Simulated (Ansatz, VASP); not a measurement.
## CdF2 in VASP and in Ansatz

```
CELL_PARAMETERS angstrom
3.78063 0.00000 0.00000
0.00000 3.78063 0.00000
0.00000 0.00000 3.29561
ATOMIC_POSITIONS crystal
Cd 0.00000 0.00000 0.00000
F 0.50000 0.00000 0.33106
F 0.00000 0.50000 0.66894
```

Change from the starting cell: ordered vacancies on the cation sites of zinc blende (P-4m2, No. 115).

Alike in both runs: functional PBE; k mesh 6 × 6 × 4; occupations gaussian, width 0.02 eV; no spin polarisation.

Ansatz relaxed the structure, and its values are those at the end. VASP's run is a single point on that final structure, the one shown.

```csv
,VASP,Ansatz
version,VASP 6.6.1,Ansatz 0.2.0
potentials or method,"VASP PAW PBE potentials, release 64 (Cd, F), cutoff 520 eV","scalar-relativistic, plane waves, PAW"
valence electrons in the cell,26,34
```

```tsv
	VASP	Ansatz	Ansatz less VASP
gap on the k mesh at the Fermi level (eV)	2.62	2.65	+0.028
least direct gap on the mesh (eV)	2.74	2.77	+0.032
pressure (GPa)	0.7	0.0	-0.68
rms of the force components (eV/Å)	0.041	0.001	-0.0398
```

VASP's potentials hold 26 valence electrons a cell and Ansatz's 34, so a difference there can come from the potentials and not from the codes.

The k mesh is coarse, so the values compare programs but aren't converged.
